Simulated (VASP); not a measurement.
**CoSn2: single point with PBEsol**

Crystal: CoSn2.

```
Co Sn
1.0
    -3.14837    3.14837    2.70687
     3.14837   -3.14837    2.70687
     3.14837    3.14837   -2.70687
Co Sn
2 4
Direct
  0.25000 0.25000 0.00000
  0.75000 0.75000 0.00000
  0.66640 0.16640 0.83280
  0.16640 0.33360 0.50000
  0.33360 0.83360 0.16720
  0.83360 0.66640 0.50000
```

```json
{"Program": "VASP 6.6.1", "Task": "single point", "Functional": "PBEsol", "Potentials or basis": "VASP PAW PBE potentials, release 64 (Co, Sn_d)", "Cutoff": "520 eV", "k mesh": "8 × 8 × 8", "Occupations": "gaussian, width 0.1 eV", "Spin": "no spin polarisation"}
```

| Quantity | Value |
| --- | --- |
| Pressure | -1.0 GPa |
| Largest force | 0.007 eV/Å |
| Band gap on the k mesh | zero (bands 37 and 38 overlap by 1.62 eV) |

Forces on the atoms (eV/Å):
```
Co   0.000  0.000  0.000
Co   0.000  0.000  0.000
Sn   0.005  0.005  0.000
Sn  -0.005  0.005  0.000
Sn  -0.005 -0.005  0.000
Sn   0.005 -0.005  0.000
```

Levels at points of the mesh, in eV from the Fermi level:
| k point | band 33 | band 34 | band 35 | band 36 | band 37 | band 38 | band 39 | band 40 | band 41 | band 42 |
| --- | --- | --- | --- | --- | --- | --- | --- | --- | --- | --- |
| (0.00, 0.00, 0.00) | -1.92 | -1.32 | -1.13 | -1.06 | -0.58 | -0.58 | 0.42 | 0.49 | 0.49 | 0.67 |
| (0.50, 0.00, 0.00) | -1.02 | -1.02 | -0.71 | -0.71 | 0.22 | 0.22 | 1.95 | 1.95 | 3.29 | 3.29 |
| (0.50, 0.50, 0.00) | -1.40 | -1.11 | -1.07 | -0.70 | -0.58 | 0.72 | 0.84 | 1.40 | 2.92 | 3.71 |
| (0.50, 0.50, 0.50) | -0.86 | -0.69 | -0.69 | 0.23 | 0.27 | 1.65 | 2.67 | 2.71 | 2.71 | 2.94 |

It took 5.1 min on 1 thread of AMD EPYC 9R45 96-Core Processor (Zen 5), on a shared host, peak memory 0.36 GiB.

Caveat: the PAW data sets were made with another functional, which shifts forces and pressure a little; spin-orbit coupling is left out, which moves the levels of the heavy elements; the run has no spin polarisation, though such a crystal can be magnetic. Spin polarisation is off, so any magnetic state and its effect on volume and gap are missing.
